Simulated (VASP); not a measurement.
# ZnSe (d3): single point with PBE+D3(BJ)

Crystal: ZnSe (d3).

```
CELL_PARAMETERS angstrom
0.00000 2.83244 2.83244
2.83244 0.00000 2.83244
2.83244 2.83244 0.00000
ATOMIC_POSITIONS crystal
Zn 0.00000 0.00000 0.00000
Se 0.25000 0.25000 0.25000
```

```
Program             : VASP 6.6.1
Task                : single point
Functional          : PBE
Dispersion          : D3(BJ)
Potentials or basis : VASP PAW PBE potentials, release 64 (Zn, Se)
Cutoff              : 500 eV
k mesh              : 6 × 6 × 6
Occupations         : gaussian, width 0.1 eV
Spin                : no spin polarisation
```

```json
{
 "Pressure": "-0.1 GPa",
 "Band gap on the k mesh": "1.29 eV, direct",
 "Dispersion energy per atom": "-0.323 eV"
}
```

Levels at points of the mesh, in eV from the valence-band top:
| k point | band 7 | band 8 | band 9 | band 10 | band 11 | band 12 |
| --- | --- | --- | --- | --- | --- | --- |
| (0.00, 0.00, 0.00) | 0.00 | 0.00 | 0.00 | 1.29 | 5.80 | 5.80 |
| (0.50, 0.00, 0.00) | -5.24 | -0.87 | -0.87 | 2.54 | 6.38 | 6.38 |
| (0.50, 0.50, 0.00) | -4.76 | -2.19 | -2.19 | 2.98 | 3.46 | 10.75 |

Wall time 13 s on 1 thread of Intel(R) Xeon(R) Platinum 8488C (Sapphire Rapids), with other jobs on the host, peak memory 0.17 GiB.
